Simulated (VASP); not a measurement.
# Cs2SnI6: single point with LDA

Crystal: Cs2SnI6.

```
CELL_PARAMETERS angstrom
0.00000 5.92039 5.92039
5.92039 0.00000 5.92039
5.92039 5.92039 0.00000
ATOMIC_POSITIONS crystal
Cs 0.25000 0.25000 0.25000
Cs 0.75000 0.75000 0.75000
Sn 0.00000 0.00000 0.00000
I 0.24365 0.75635 0.75635
I 0.24365 0.75635 0.24365
I 0.75635 0.24365 0.75635
I 0.75635 0.24365 0.24365
I 0.75635 0.75635 0.24365
I 0.24365 0.24365 0.75635
```

- Program: VASP 6.6.1
- Task: single point
- Functional: LDA
- Potentials or basis: VASP PAW LDA potentials, release 64 (Cs_sv, Sn_d, I)
- Cutoff: 500 eV
- k mesh: 4 × 4 × 4
- Occupations: gaussian, width 0.01 eV
- Spin: no spin polarisation

```json
{
 "Pressure": "-1.6 GPa",
 "Largest force": "0.096 eV/Å",
 "Band gap on the k mesh": "0.05 eV"
}
```

Forces on the atoms (eV/Å):
```
Cs   0.000  0.000  0.000
Cs   0.000  0.000  0.000
Sn   0.000  0.000  0.000
I    0.096  0.000  0.000
I    0.000 -0.096  0.000
I    0.000  0.096  0.000
I   -0.096  0.000  0.000
I    0.000  0.000  0.096
I    0.000  0.000 -0.096
```

Levels at points of the mesh, in eV from the valence-band top:
```
           k point  band 34  band 35  band 36  band 37  band 38  band 39  band 40  band 41
(0.00, 0.00, 0.00)    -0.47     0.00     0.00     0.00     0.05     3.73     3.86     3.86
(0.50, 0.00, 0.00)    -0.46    -0.33    -0.28    -0.28     0.97     3.34     4.89     4.90
(0.50, 0.50, 0.00)    -0.68    -0.68    -0.64    -0.03     1.27     4.36     4.36     4.52
```

Run time: 3.8 min on 1 thread of Intel(R) Xeon(R) Platinum 8488C (Sapphire Rapids), on a shared host, peak memory 0.49 GiB.

Caveat: spin-orbit coupling is left out, which moves the levels of the heavy elements.
